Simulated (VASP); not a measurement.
**Al: single point with PBEsol**

Crystal: Al.

```xyz
6
Lattice="2.0240 -2.0240 0.0000 2.0240 0.0000 -2.0240 8.7706 8.0959 7.4213" Properties=species:S:1:pos:R:3 pbc="T T T"
Al    3.3732   -0.6748   -0.6748
Al    7.4211    7.4211    7.4211
Al    3.3732    1.3492    1.3492
Al    7.4211    3.3732    3.3732
Al    3.3732    3.3732    3.3732
Al    7.4211    5.3971    5.3971
```

This cell differs from its parent crystal: the part above a cut slid along it.

- Program: VASP 6.6.1
- Task: single point
- Functional: PBEsol
- Potentials or basis: VASP PAW PBE potentials, release 64 (Al)
- Cutoff: 520 eV
- k mesh: 19 × 19 × 4
- Occupations: gaussian, width 0.15 eV
- Spin: no spin polarisation

```
Pressure               : -0.9 GPa
Largest force          : 0.790 eV/Å
Band gap on the k mesh : zero (bands 9 and 10 overlap by 5.73 eV)
```

Forces in eV/Å, atoms in the order of the input:
```
Al   0.077  0.676  0.402
Al  -0.077 -0.676 -0.402
Al   0.008 -0.015  0.026
Al  -0.006  0.010  0.014
Al   0.006 -0.010 -0.014
Al  -0.008  0.015 -0.026
```

Stress tensor (GPa, compression positive):
```
-2.03  0.62  0.31
 0.62  0.16  1.42
 0.31  1.42 -0.68
```

Levels at points of the mesh, in eV from the Fermi level:
| k point | band 5 | band 6 | band 7 | band 8 | band 9 | band 10 | band 11 | band 12 | band 13 | band 14 |
| --- | --- | --- | --- | --- | --- | --- | --- | --- | --- | --- |
| (0.00, 0.00, 0.00) | -8.10 | -4.57 | -4.35 | 0.47 | 0.51 | 6.51 | 6.63 | 10.74 | 10.74 | 10.85 |
| (0.00, 0.00, 0.50) | -6.46 | -6.45 | -2.15 | -2.13 | 3.38 | 3.44 | 9.62 | 9.97 | 10.74 | 10.76 |

It took 9.5 min on 1 thread of Intel(R) Xeon(R) 6975P-C (Granite Rapids) (shared host), peak memory 0.92 GiB.

Caveat: the cell differs from its parent crystal (the part above a cut slid along it); the PAW data sets were made with another functional, which shifts forces and pressure a little.
